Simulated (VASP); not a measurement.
Input of a VASP 6.6.1 run:

The input INCAR:

```
PREC     = Accurate       # precision mode
ENCUT    = 520            # plane-wave cutoff, eV
EDIFF    = 1E-7           # SCF threshold, eV
ISMEAR   = 0              # smearing method
SIGMA    = 0.15           # smearing width, eV
LREAL    = F              # projectors in reciprocal space
LASPH    = T              # aspherical terms in the spheres
NELM     = 100            # most SCF steps
ALGO     = Fast           # electronic algorithm
ISIF     = 2              # what is computed and relaxed
LWAVE    = F              # write WAVECAR
LCHARG   = T              # write CHGCAR
LELF     = T              # ELF
LVHAR    = T            
NBANDS   = 13             # bands
```

File KPOINTS:

```
regular mesh
0
Gamma
  20 20 20
```

The input POSCAR:

```
Sn
1.0
   -1.6402120500      1.6867696500      2.3383420000
    1.6402120500     -1.6867696500      2.3383420000
    1.6402120500      1.6867696500     -2.3383420000
Sn
1
Direct
    0.0000000000      0.0000000000      0.0000000000
```

Potentials or basis: VASP PAW LDA potentials, release 64 (Sn_d).

Run with:

```sh
$ cat potpaw_LDA.64/Sn_d/POTCAR > POTCAR
$ mpirun -np 1 vasp_std > vasp.out
```

(1) What does it give for the band gap on the k mesh?

(2) What does it give for the pressure?

## Answers

(1) zero (bands 7 and 8 overlap by 9.73 eV).

(2) 0.0 GPa.

Caveat: the cell differs from its parent crystal (strain -0.050 along x and y, +0.000 along z); spin-orbit coupling is left out, which moves the levels of the heavy elements.
